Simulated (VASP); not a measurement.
Input of a VASP 6.6.1 run:

INCAR

```
SYSTEM = HfO2
ALGO     = Normal         ! electronic algorithm
EDIFF    = 1E-6           ! SCF threshold, eV
ENCUT    = 520            ! plane-wave cutoff, eV
GGA      = PE             ! functional
ISIF     = 2              ! what is computed and relaxed
ISMEAR   = 0              ! smearing method
LASPH    = .TRUE.         ! aspherical terms in the spheres
LCHARG   = .FALSE.        ! write CHGCAR
LREAL    = .FALSE.        ! projectors in reciprocal space
LWAVE    = .FALSE.        ! write WAVECAR
NBANDS   = 18             ! bands
NELM     = 80             ! most SCF steps
PREC     = Accurate       ! precision mode
SIGMA    = 0.05           ! smearing width, eV
```

File KPOINTS:

```
k-points
0
G
  8 8 8
  0 0 0
```

POSCAR

```
HfO2
1.0
    0.0000000000      2.6169756065      2.5489194570
    2.6169756065      0.0000000000      2.5489194570
    2.6169756065      2.6169756065      0.0000000000
Hf O
1 2
Direct
    0.0000000000      0.0000000000      0.0000000000
    0.2500000000      0.2500000000      0.2500000000
    0.7500000000      0.7500000000      0.7500000000
```

Potentials or basis: VASP PAW PBE potentials, release 64 (Hf_pv, O).

Command:

```console
$ cat potpaw_PBE.64/Hf_pv/POTCAR potpaw_PBE.64/O/POTCAR > POTCAR
$ mpirun -np 1 vasp_std > vasp.out
```

**Question.** What does it give for the pressure?

**Answer.** -14.7 GPa.

**Question.** Estimate the band gap on the k mesh.

**Answer.** 3.40 eV, indirect (least direct gap 3.41 eV).

Stress tensor (GPa, compression positive):
```
-18.48   0.00   0.00
  0.00 -18.48   0.00
  0.00   0.00  -7.25
```

Caveat: the cell differs from its parent crystal (normal strain along x +0.0267, normal strain along y +0.0267); spin-orbit coupling is left out, which moves the levels of the heavy elements. A k mesh can miss the band edges.
